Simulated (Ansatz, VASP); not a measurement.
## Two plane-wave programs on WS2

```
W S
1.0
     3.15421    0.00000    0.00000
    -1.57710    2.73162    0.00000
     0.00000    0.00000   11.16872
W S
2 4
Cartesian
  0.0000 1.8211 2.7922
  1.5771 0.9105 8.3765
  0.0000 1.8211 6.9278
  1.5771 0.9105 1.3435
  0.0000 1.8211 9.8253
  1.5771 0.9105 4.2409
```

Change from the starting cell: strain +0.000 along x and y, -0.080 along z, atoms carried along.

Alike in both runs: task single point; functional PBE; dispersion D3(BJ); k mesh 12 × 12 × 4; occupations gaussian, width 0.05 eV; no spin polarisation.

|  | VASP | Ansatz |
| --- | --- | --- |
| version | VASP 6.6.1 | Ansatz 0.2.0 |
| potentials or method | VASP PAW PBE potentials, release 64 (W_sv, S), cutoff 520 eV | scalar-relativistic, plane waves, PAW |
| valence electrons in the cell | 52 | 52 |

```tsv
	VASP	Ansatz	Ansatz less VASP
pressure (GPa)	18.2	18.2	+0.03
traceless stress, the component that is largest in VASP (GPa)	13.13	13.10	-0.030
rms of the force components (eV/Å)	1.281	1.281	-0.0002
```

Atom by atom the forces differ by 0.000 eV/Å (rms over components).

Spin-orbit coupling is off throughout.
